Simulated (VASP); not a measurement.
# Ca2PF6 (P-3m1) in VASP: a series of runs

The runs below take Ca2PF6 through single point, with PBE.

All numbers are computed with VASP 6.6.1; they aren't measurements. Logs are shortened: lines on timing, memory, paths and dates and some standing lists are left out, and cuts for length are marked.

### 1 The cell of the first run

Symmetry: P-3m1, No. 164, trigonal system. The conventional cell has a = 5.818 Å, b = 5.818 Å, c = 4.571 Å, α = 90.00°, β = 90.00°, γ = 120.00°. P (site symmetry -3m) has 6 F at 1.65 Å within 2.2 Å. Within 2.2 Å of F (site symmetry m) lie 1 P at 1.65 Å. Within 3.9 Å of Ca (site symmetry 3m) lie 12 F at 2.97 to 3.06 Å and 3 P at 3.65 Å and 3 Ca at 3.78 Å.

### 2 Single point, PBE

Input file INCAR:

```
SYSTEM = Ca2PF6
PREC     = Accurate       ! precision mode
ENCUT    = 520            ! plane-wave cutoff, eV
EDIFF    = 1E-6           ! SCF threshold, eV
ISMEAR   = -1             ! smearing method
SIGMA    = 0.0329         ! smearing width, eV
LREAL    = .FALSE.        ! projectors in reciprocal space
LASPH    = .TRUE.         ! aspherical terms in the spheres
NELM     = 80             ! most SCF steps
ALGO     = Normal         ! electronic algorithm
ISIF     = 2              ! what is computed and relaxed
LWAVE    = .FALSE.        ! write WAVECAR
LCHARG   = .TRUE.         ! write CHGCAR
GGA      = PE             ! functional
LELF     = .TRUE.         ! ELF
LVHAR    = .TRUE.       
NBANDS   = 44             ! bands
```

Input file KPOINTS:

```
regular mesh
0
G
  4 4 4
  0 0 0
```

Input file POSCAR:

```
Ca2PF6
1.0
    2.9091390000      5.0387720000      0.0000000000
   -2.9091390000      5.0387720000      0.0000000000
    0.0000000000      0.0000000000      4.5710470000
P F Ca
1 6 2
Direct
    0.0000000000      0.0000000000      0.0000000000
    0.1360000000      0.7280000000      0.2000000000
    0.1360000000      0.1360000000      0.2000000000
    0.7280000000      0.1360000000      0.2000000000
    0.8640000000      0.2720000000      0.8000000000
    0.2720000000      0.8640000000      0.8000000000
    0.8640000000      0.8640000000      0.8000000000
    0.3333300000      0.3333400000      0.6900000000
    0.6666700000      0.6666600000      0.3100000000
```

Potentials or basis: VASP PAW PBE potentials, release 64 (P, F, Ca_sv).

Run with:

```sh
$ cat potpaw_PBE.64/P/POTCAR potpaw_PBE.64/F/POTCAR potpaw_PBE.64/Ca_sv/POTCAR > POTCAR
$ mpirun -np 1 vasp_std > vasp.out
```

OUTCAR:

```text
SYSTEM = Ca2PF6
   PREC = Accurate
   ENCUT = 520
   EDIFF = 1E-6
   ISMEAR = -1
   LREAL = .FALSE.
   LASPH = .TRUE.
   NELM = 80
   ISIF = 2
   GGA = PE

 ion  position               nearest neighbor table
   1  0.000  0.000  0.000-   3 1.65   7 1.65   4 1.65   5 1.65   6 1.65   2 1.65
   2  0.136  0.728  0.200-   1 1.65
   3  0.136  0.136  0.200-   1 1.65
   4  0.728  0.136  0.200-   1 1.65
   5  0.864  0.272  0.800-   1 1.65
   6  0.272  0.864  0.800-   1 1.65
   7  0.864  0.864  0.800-   1 1.65
   8  0.333  0.333  0.690-
   9  0.667  0.667  0.310-

  LATTYP: Found a hexagonal cell.
 ALAT       =     5.8182740559
 C/A-ratio  =     0.7856362482

  Lattice vectors:

 A1 = (   2.9091390000,  -5.0387720000,   0.0000000000)
 A2 = (   2.9091390000,   5.0387720000,   0.0000000000)
 A3 = (   0.0000000000,   0.0000000000,   4.5710470000)

Analysis of symmetry for initial positions (statically):
=====================================================================
 Subroutine PRICEL returns:
 Original cell was already a primitive cell.

 Routine SETGRP: Setting up the symmetry group for a
 hexagonal supercell.

 Subroutine GETGRP returns: Found  4 space group operations
 (whereof  4 operations were pure point group operations)
 out of a pool of 24 trial point group operations.

The static configuration has the point symmetry C_2h.

Analysis of symmetry for dynamics (positions and initial velocities):
=====================================================================
 Subroutine PRICEL returns:
 Original cell was already a primitive cell.

 Routine SETGRP: Setting up the symmetry group for a
 hexagonal supercell.

 Subroutine GETGRP returns: Found  4 space group operations
 (whereof  4 operations were pure point group operations)
 out of a pool of 24 trial point group operations.

The dynamic configuration has the point symmetry C_2h.

 Subroutine INISYM returns: Found  4 space group operations
 (whereof  4 operations are pure point group operations),
 and found     1 'primitive' translations

----------------------------------------------------------------------------------------

                                     Primitive cell

  volume of cell :     134.0093

  direct lattice vectors                    reciprocal lattice vectors
     2.909139000  5.038772000  0.000000000     0.171872159  0.099230527  0.000000000
    -2.909139000  5.038772000  0.000000000    -0.171872159  0.099230527  0.000000000
     0.000000000  0.000000000  4.571047000     0.000000000  0.000000000  0.218768260

  length of vectors
     5.818274056  5.818274056  4.571047000     0.198460919  0.198460919  0.218768260

  position of ions in fractional coordinates (direct lattice)
     0.000000000  0.000000000  0.000000000
     0.136000000  0.728000000  0.200000000
     0.136000000  0.136000000  0.200000000
     0.728000000  0.136000000  0.200000000
     0.864000000  0.272000000  0.800000000
     0.272000000  0.864000000  0.800000000
     0.864000000  0.864000000  0.800000000
     0.333330000  0.333340000  0.690000000
     0.666670000  0.666660000  0.310000000

  ion indices of the primitive-cell ions
   primitive index   ion index
                 1           1
                 2           2
                 3           3
                 4           4
                 5           5
                 6           6
                 7           7
                 8           8
                 9           9

----------------------------------------------------------------------------------------

 KPOINTS: regular mesh

Automatic generation of k-mesh.
 Grid dimensions read from file:
 generate k-points for:    4    4    4

 Generating k-lattice:

  Cartesian coordinates                     Fractional coordinates (reciprocal lattice)
     0.042968040  0.024807632  0.000000000     0.250000000  0.000000000  0.000000000
    -0.042968040  0.024807632  0.000000000     0.000000000  0.250000000  0.000000000
     0.000000000  0.000000000  0.054692065     0.000000000  0.000000000  0.250000000

  Length of vectors
     0.049615230  0.049615230  0.054692065

  Shift w.r.t. Gamma in fractional coordinates (k-lattice)
     0.000000000  0.000000000  0.000000000

 Subroutine IBZKPT returns following result:
 ===========================================

 Found     24 irreducible k-points:

 Following reciprocal coordinates:
            Coordinates               Weight
  0.000000  0.000000  0.000000      1.000000
  0.250000  0.000000  0.000000      4.000000
  0.000000  0.250000  0.000000      2.000000
  0.500000  0.000000  0.000000      2.000000
  0.000000  0.500000  0.000000      1.000000
  0.500000  0.250000  0.000000      2.000000
[... 16 lines left out ...]
  0.500000  0.250000  0.500000      2.000000
  0.250000  0.500000  0.500000      4.000000
   k-points           NKPTS =     24   k-points in BZ     NKDIM =     24   number of bands    NBANDS=     44
   number of dos      NEDOS =    301   number of ions     NIONS =      9
   total plane-waves  NPLWV =  82944
   dimension x,y,z NGX =    48 NGY =   48 NGZ =   36
   dimension x,y,z NGXF=    96 NGYF=   96 NGZF=   72
   ions per type =               1   6   2
   NGX,Y,Z   is equivalent  to a cutoff of  13.72, 13.72, 13.09 a.u.
   NGXF,Y,Z  is equivalent  to a cutoff of  27.43, 27.43, 26.19 a.u.
 SYSTEM =  Ca2PF6
   PREC   = accura    normal or accurate (medium, high low for compatibility)
   ISTART =      0    job   : 0-new  1-cont  2-samecut
   ICHARG =      2    charge: 1-file 2-atom 10-const
   ISPIN  =      1    spin polarized calculation?
   LNONCOLLINEAR =      F non collinear calculations
   LSORBIT =      F    spin-orbit coupling
   LASPH  =      T    aspherical Exc in radial PAW
   ENCUT  =  520.0 eV  38.22 Ry    6.18 a.u.  10.82 10.82  8.50*2*pi/ulx,y,z
   NELM   =     80;   NELMIN=  2; NELMDL= -5     # of ELM steps
   EDIFF  = 0.1E-05   stopping-criterion for ELM
   LREAL  =      F    real-space projection
   EDIFFG = 0.1E-04   stopping-criterion for IOM
   NSW    =      0    number of steps for IOM
   IBRION =     -1    ionic relax: 0-MD 1-quasi-New 2-CG
   NFREE  =      0    steps in history (QN), initial steepest desc. (CG)
   ISIF   =      2    stress and relaxation
   ISYM   =      2    0-nonsym 1-usesym 2-fastsym
   POTIM  = 0.5000    time-step for ionic-motion
   TEBEG  =    0.0;   TEEND  =   0.0 temperature during run
   PSTRESS=    0.0 pullay stress
   NELECT =      67.0000    total number of electrons
   NUPDOWN=      -1.0000    fix difference up-down
   EMIN   =  10.00;   EMAX   =-10.00  energy-range for DOS
   EFERMI =   0.00;   METHOD = LEGACY
   ISMEAR =    -1;   SIGMA  =   0.03  broadening in eV -4-tet -1-fermi 0-gaus
   EFERMI_NEDOS =   21; number of points for ismear=-14 and -15
   IALGO  =     38    algorithm
   IMIX   =      4    mixing-type and parameters
     AMIX     =   0.40;   BMIX     =  1.00
     AMIX_MAG =   1.60;   BMIX_MAG =  1.00
  volume/ion in A,a.u.               =      14.89       100.48
  Fermi-wavevector in a.u.,A,eV,Ry     =   1.299336  2.455389 22.970364  1.688274
  Thomas-Fermi vector in A             =   2.430606
   LORBIT       =      0    0 simple, 1 ext, 2 COOP (PROOUT), +10 PAW based schemes
   GGA     = PE    functional components
   LHFCALC =     F    Hartree Fock is set to
   AEXX    =    0.0000 exact exchange contribution
   IVDW    =     0    specifies the selected vdW correction
   LEPSILON=     F    determine dielectric tensor
   LRPA    =     F    only Hartree local field effects (RPA)
 non-spin polarized calculation
  energy-cutoff  :      520.00
  volume of cell :      134.01
 maximum number of plane-waves:      3653
 NGX is ok and might be reduce to    48
   NGX = 21   NGY = 21   NGZ = 17

 number of electron      66.9999961 magnetization

 Free energy of the ion-electron system (eV)
  ---------------------------------------------------
  ext. energy  EPLUGINS =         0.00000000
  ---------------------------------------------------
  free energy    TOTEN  =       -37.38685605 eV

  energy without entropy =      -37.36387035  energy(sigma->0) =      -37.37536320

 E-fermi :   6.0812     XC(G=0):  -9.3236

 val. band max:        6.0733499321   @ k =   0.2500   0.0000   0.0000
 cond. band min:       6.0954229874   @ k =   0.2500   0.5000   0.5000
 fundamental gap:      0.0220730553
 Fermi energy:         6.0812370265

 k-point     1 :       0.0000    0.0000    0.0000
  band No.  band energies     occupation
      1     -37.6404      2.00000
      2     -37.6282      2.00000
      3     -25.0348      2.00000
      4     -23.2004      2.00000
      5     -23.2004      2.00000
      6     -22.9005      2.00000
[... 36 lines left out ...]
     43       8.1604      0.00000
     44       8.1604      0.00000

 k-point     2 :       0.2500    0.0000    0.0000
  band No.  band energies     occupation
      1     -37.6388      2.00000
      2     -37.6297      2.00000
      3     -25.0320      2.00000
      4     -23.2093      2.00000
      5     -23.2035      2.00000
      6     -22.8943      2.00000
[... 36 lines left out ...]
     43       8.1884      0.00000
     44       8.2359      0.00000

 k-point     3 :       0.0000    0.2500    0.0000
  band No.  band energies     occupation
      1     -37.6388      2.00000
      2     -37.6297      2.00000
      3     -25.0320      2.00000
      4     -23.2093      2.00000
      5     -23.2035      2.00000
      6     -22.8943      2.00000
[... 976 lines left out ...]
     43       8.0427      0.00000
     44       8.4776      0.00000

 k-point    24 :       0.2500    0.5000    0.5000
  band No.  band energies     occupation
      1     -37.6352      2.00000
      2     -37.6321      2.00000
      3     -24.9706      2.00000
      4     -23.1833      2.00000
      5     -23.1734      2.00000
      6     -22.9808      2.00000
[... 36 lines left out ...]
     43       8.0428      0.00000
     44       8.4799      0.00000

------------------------ aborting loop because EDIFF is reached ----------------------------------------

  FORCE on cell =-STRESS in cart. coord.  units (eV):
  Direction    XX          YY          ZZ          XY          YZ          ZX
  --------------------------------------------------------------------------------------
  -------------------------------------------------------------------------------------
  Total       10.4268455     10.4268168     10.2414632     -0.0000085     -0.0000301      0.0000522
  in kB      124.6604405    124.6600983    122.4440626     -0.0001012     -0.0003600      0.0006242
  external PRESSURE =     123.9215338 kB  Pullay stress =       0.0000000 kB

 VOLUME and BASIS-vectors are now :
 -----------------------------------------------------------------------------
  energy-cutoff  :      520.00
  volume of cell :      134.01
      direct lattice vectors                 reciprocal lattice vectors
     2.909139000  5.038772000  0.000000000     0.171872159  0.099230527  0.000000000
    -2.909139000  5.038772000  0.000000000    -0.171872159  0.099230527  0.000000000
     0.000000000  0.000000000  4.571047000     0.000000000  0.000000000  0.218768260

 POSITION                                       TOTAL-FORCE (eV/Angst)
 -----------------------------------------------------------------------------------
      0.00000      0.00000      0.00000         0.000000     -0.000000     -0.000000
     -1.72221      4.35350      0.91421         0.700523     -0.404447      0.970593
      0.00000      1.37055      0.91421        -0.000011      0.808874      0.970618
      1.72221      4.35350      0.91421        -0.700512     -0.404427      0.970618
      1.72221      5.72404      3.65684        -0.700523      0.404447     -0.970593
     -1.72221      5.72404      3.65684         0.700512      0.404427     -0.970618
      0.00000      8.70700      3.65684         0.000011     -0.808874     -0.970618
     -0.00003      3.35920      3.15402         0.000016     -0.000009      0.248363
      0.00003      6.71835      1.41702        -0.000016      0.000009     -0.248363
 -----------------------------------------------------------------------------------
    total drift:                                0.000000      0.000000      0.000000

  FREE ENERGIE OF THE ION-ELECTRON SYSTEM (eV)
  ---------------------------------------------------
  free  energy   TOTEN  =       -37.3868560450 eV

  energy  without entropy=      -37.3638703512  energy(sigma->0) =      -37.37536320
```

Run time: 3.9 min. Hardware: 1 thread of Intel Xeon Platinum 8375C at 2.90GHz (Ice Lake), shared host; peak memory 0.34 GiB.

What came out:

| Quantity | Value |
| --- | --- |
| Free energy | -37.3869 eV |
| Pressure | 12.4 GPa |
| Largest force | 1.263 eV/Å |

Forces on the atoms (eV/Å):
```
P    0.000  0.000  0.000
F    0.701 -0.404  0.971
F    0.000  0.809  0.971
F   -0.701 -0.404  0.971
F   -0.701  0.404 -0.971
F    0.701  0.404 -0.971
F    0.000 -0.809 -0.971
Ca   0.000  0.000  0.248
Ca   0.000  0.000 -0.248
```

Stress tensor (GPa, compression positive):
```
12.47  0.00  0.00
 0.00 12.47  0.00
 0.00  0.00 12.24
```

Caveat: an odd number of electrons without spin polarisation forces a metal; a magnetic or distorted state may lie lower.

### 3 Single point, PBE

Input file INCAR:

```
ALGO = Normal ; EDIFF = 1E-6
ENCUT = 520 ; GGA = PE
ISIF = 2 ; ISMEAR = -1
LASPH = T ; LCHARG = T
LELF = T ; LREAL = F
LVHAR = T ; LWAVE = F
NBANDS = 44 ; NELM = 80
PREC = Accurate ; SIGMA = 0.0329
```

Input file KPOINTS:

```
k-points
0
Gamma
  4 4 4
```

POSCAR is that of step 2.

Potentials or basis: VASP PAW PBE potentials, release 64 (P, F, Ca_sv).

Run with:

```sh
$ cat potpaw_PBE.64/P/POTCAR potpaw_PBE.64/F/POTCAR potpaw_PBE.64/Ca_sv/POTCAR > POTCAR
$ mpirun -np 1 vasp_std > vasp.out
```

OUTCAR:

```text
EDIFF = 1E-6
   ENCUT = 520
   GGA = PE
   ISIF = 2
   ISMEAR = -1
   LASPH = T
   LREAL = F
   NELM = 80
   PREC = Accurate

 ion  position               nearest neighbor table
   1  0.000  0.000  0.000-   3 1.65   7 1.65   4 1.65   5 1.65   6 1.65   2 1.65
   2  0.136  0.728  0.200-   1 1.65
   3  0.136  0.136  0.200-   1 1.65
   4  0.728  0.136  0.200-   1 1.65
   5  0.864  0.272  0.800-   1 1.65
   6  0.272  0.864  0.800-   1 1.65
   7  0.864  0.864  0.800-   1 1.65
   8  0.333  0.333  0.690-
   9  0.667  0.667  0.310-

  LATTYP: Found a hexagonal cell.
 ALAT       =     5.8182740559
 C/A-ratio  =     0.7856362482

  Lattice vectors:

 A1 = (   2.9091390000,  -5.0387720000,   0.0000000000)
 A2 = (   2.9091390000,   5.0387720000,   0.0000000000)
 A3 = (   0.0000000000,   0.0000000000,   4.5710470000)

Analysis of symmetry for initial positions (statically):
[... 187 lines left out ...]

 val. band max:        6.0733499321   @ k =   0.2500   0.0000   0.0000
 cond. band min:       6.0954229874   @ k =   0.2500   0.5000   0.5000
 fundamental gap:      0.0220730553
 Fermi energy:         6.0812370265

 k-point     1 :       0.0000    0.0000    0.0000
  band No.  band energies     occupation
      1     -37.6404      2.00000
      2     -37.6282      2.00000
      3     -25.0348      2.00000
      4     -23.2004      2.00000
      5     -23.2004      2.00000
      6     -22.9005      2.00000
[... 1117 lines left out ...]
     43       8.0428      0.00000
     44       8.4799      0.00000

------------------------ aborting loop because EDIFF is reached ----------------------------------------

  FORCE on cell =-STRESS in cart. coord.  units (eV):
  Direction    XX          YY          ZZ          XY          YZ          ZX
  --------------------------------------------------------------------------------------
  -------------------------------------------------------------------------------------
  Total       10.4268455     10.4268168     10.2414632     -0.0000085     -0.0000301      0.0000522
  in kB      124.6604405    124.6600983    122.4440626     -0.0001012     -0.0003600      0.0006242
  external PRESSURE =     123.9215338 kB  Pullay stress =       0.0000000 kB

 VOLUME and BASIS-vectors are now :
 -----------------------------------------------------------------------------
  energy-cutoff  :      520.00
  volume of cell :      134.01
      direct lattice vectors                 reciprocal lattice vectors
     2.909139000  5.038772000  0.000000000     0.171872159  0.099230527  0.000000000
    -2.909139000  5.038772000  0.000000000    -0.171872159  0.099230527  0.000000000
     0.000000000  0.000000000  4.571047000     0.000000000  0.000000000  0.218768260

 POSITION                                       TOTAL-FORCE (eV/Angst)
 -----------------------------------------------------------------------------------
      0.00000      0.00000      0.00000         0.000000     -0.000000     -0.000000
     -1.72221      4.35350      0.91421         0.700523     -0.404447      0.970593
      0.00000      1.37055      0.91421        -0.000011      0.808874      0.970618
      1.72221      4.35350      0.91421        -0.700512     -0.404427      0.970618
      1.72221      5.72404      3.65684        -0.700523      0.404447     -0.970593
     -1.72221      5.72404      3.65684         0.700512      0.404427     -0.970618
      0.00000      8.70700      3.65684         0.000011     -0.808874     -0.970618
     -0.00003      3.35920      3.15402         0.000016     -0.000009      0.248363
      0.00003      6.71835      1.41702        -0.000016      0.000009     -0.248363
 -----------------------------------------------------------------------------------
    total drift:                                0.000000      0.000000      0.000000

  FREE ENERGIE OF THE ION-ELECTRON SYSTEM (eV)
  ---------------------------------------------------
  free  energy   TOTEN  =       -37.3868560450 eV

  energy  without entropy=      -37.3638703512  energy(sigma->0) =      -37.37536320
```

stdout:

```text
POSCAR found type information on POSCAR P F Ca
 POSCAR found :  3 types and       9 ions
 scaLAPACK will be used
 LDA part: xc-table for (Slater+PW92), standard interpolation
 POSCAR, INCAR and KPOINTS ok, starting setup
 FFT: planning ... GRIDC
 FFT: planning ... GRID_SOFT
 FFT: planning ... GRID
 WAVECAR not read
 entering main loop
```

It took 3.8 min on 1 thread of Intel Xeon Platinum 8375C at 2.90GHz (Ice Lake), shared host; peak memory 0.33 GiB.

What came out:

* Free energy: -37.3869 eV
* Pressure: 12.4 GPa
* Largest force: 1.263 eV/Å

Forces on the atoms (eV/Å):
```
P    0.000  0.000  0.000
F    0.701 -0.404  0.971
F    0.000  0.809  0.971
F   -0.701 -0.404  0.971
F   -0.701  0.404 -0.971
F    0.701  0.404 -0.971
F    0.000 -0.809 -0.971
Ca   0.000  0.000  0.248
Ca   0.000  0.000 -0.248
```

Levels at points of the mesh, in eV from the Fermi level:
```csv
k point,band 32,band 33,band 34,band 35,band 36,band 37
"(0.00, 0.00, 0.00)",-8.10,-2.69,0.09,0.38,0.38,1.10
"(0.50, 0.00, 0.00)",-8.10,-0.86,-0.71,0.46,0.51,0.87
"(0.00, 0.50, 0.00)",-8.10,-0.86,-0.71,0.46,0.51,0.87
"(0.00, 0.00, 0.50)",-8.08,-0.52,-0.50,0.11,0.11,0.52
"(0.50, 0.00, 0.50)",-8.08,-0.11,0.16,0.34,0.45,0.71
"(0.00, 0.50, 0.50)",-8.08,-0.11,0.16,0.34,0.45,0.71
```

Caveat: an odd number of electrons without spin polarisation forces a metal; a magnetic or distorted state may lie lower.
